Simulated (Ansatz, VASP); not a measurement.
One calculation of Al2BAs2, two programs

```xyz
5
Lattice="3.1958 0.0000 0.0000 -1.5979 2.7677 0.0000 0.0000 0.0000 9.1685" Properties=species:S:1:pos:R:3 pbc="T T T"
Al    0.0000    1.8451    1.1093
Al    1.5979    0.9226    8.0592
B     0.0000    0.0000    0.0000
As    0.0000    1.8451    5.9641
As    1.5979    0.9226    3.2044
```

Change from the starting cell: species swapped into the Nb2CS2 type (P-3m1, No. 164).

Alike in both runs: functional PBE; k mesh 6 × 6 × 2; occupations gaussian, width 0.1 eV; no spin polarisation.

Ansatz relaxed the structure, and its values are those at the end. VASP's run is a single point on that final structure, the one shown.

```csv
,VASP,Ansatz
version,VASP 6.6.1,Ansatz 0.2.0
potentials or method,"VASP PAW PBE potentials, release 64 (Al, B, As), cutoff 520 eV","scalar-relativistic, plane waves, PAW"
valence electrons in the cell,19,39
```

```tsv
	VASP	Ansatz	Ansatz less VASP
gap on the k mesh at the Fermi level (eV)	none	none	-
pressure (GPa)	0.1	0.1	-0.02
rms of the force components (eV/Å)	0.003	0.005	+0.0016
```

A gap of «none» marks a metal or a gap that the smearing closes. VASP's potentials hold 19 valence electrons a cell and Ansatz's 39, so a difference there can come from the potentials and not from the codes.

The k mesh is coarse, so the values compare programs but aren't converged.
